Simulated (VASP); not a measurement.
Input of a VASP 6.6.1 run:

Contents of INCAR:

```
SYSTEM = Te
PREC = Accurate
ENCUT = 520
EDIFF = 1E-7
ISMEAR = -1
SIGMA = 0.1
LREAL = .FALSE.
LASPH = .TRUE.
NELM = 80
ALGO = Normal
ISIF = 2
LWAVE = .FALSE.
LCHARG = .FALSE.
GGA = RE
NBANDS = 9
```

KPOINTS

```
Automatic mesh
0
G
  13 13 13
  0 0 0
```

File POSCAR:

```
Te
1.0
    0.0000000000      2.4339108928      2.4339108928
    2.4339108928      0.0000000000      2.4339108928
    2.4339108928      2.4339108928      0.0000000000
Te
1
Direct
    0.0000000000      0.0000000000      0.0000000000
```

Potentials or basis: VASP PAW PBE potentials, release 64 (Te).

The run is started by

```console
$ cat potpaw_PBE.64/Te/POTCAR > POTCAR
$ mpirun -np 1 vasp_std > vasp.out
```

Problem. What does it give for the band gap on the k mesh?

Solution. Zero (bands 3 and 4 overlap by 4.76 eV).

Problem. Estimate the pressure.

Solution. -0.1 GPa.

Caveat: the PAW data sets were made with another functional, which shifts forces and pressure a little; spin-orbit coupling is left out, which moves the levels of the heavy elements.
